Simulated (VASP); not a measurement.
## Ru: single point with PBE

Ru:

```
Ru
1.0
     2.70580    0.00000    0.00000
    -1.35290    2.34329    0.00000
     0.00000    0.00000    4.36754
Ru
2
Cartesian
  0.0000 1.5622 1.0919
  1.3529 0.7811 3.2757
```

This cell differs from its parent crystal: zz strain of +2 %.

| Property | Result |
| --- | --- |
| Program | VASP 6.6.1 |
| Task | single point |
| Functional | PBE |
| Potentials or basis | VASP PAW PBE potentials, release 64 (Ru_pv) |
| Cutoff | 520 eV |
| k mesh | 14 × 14 × 8 |
| Occupations | fermi-dirac, width 0.03 eV |
| Spin | no spin polarisation |
| Dipole correction | no |
| Further INCAR settings | ALGO = Normal; EDIFF = 1e-06; NBANDS = 21 |

* Pressure: -1.9 GPa
* Band gap on the k mesh: zero (bands 14 and 15 overlap by 3.09 eV)

Stress tensor (GPa, compression positive):
```
 1.69  0.00  0.00
 0.00  1.69  0.00
 0.00  0.00 -9.15
```

Levels at points of the mesh, in eV from the Fermi level:
| k point | band 11 | band 12 | band 13 | band 14 | band 15 | band 16 | band 17 | band 18 |
| --- | --- | --- | --- | --- | --- | --- | --- | --- |
| (0.00, 0.00, 0.00) | -2.48 | -1.86 | -1.86 | -1.19 | -1.19 | 1.07 | 1.17 | 1.17 |
| (0.50, 0.00, 0.00) | -2.12 | -1.67 | -1.56 | 1.52 | 1.78 | 1.88 | 4.02 | 6.06 |
| (0.00, 0.00, 0.50) | -2.60 | -2.60 | -2.60 | -2.60 | 0.53 | 0.53 | 0.53 | 0.53 |
| (0.50, 0.00, 0.50) | -0.94 | -0.94 | 0.46 | 0.46 | 1.73 | 1.73 | 3.35 | 3.35 |

Wall time 86 s on 1 thread of Intel Xeon 8259CL, on a shared host, peak memory 0.18 GiB.

Caveat: the cell differs from its parent crystal (zz strain of +2 %); the stress differs along the axes, from -9 to 2 GPa.
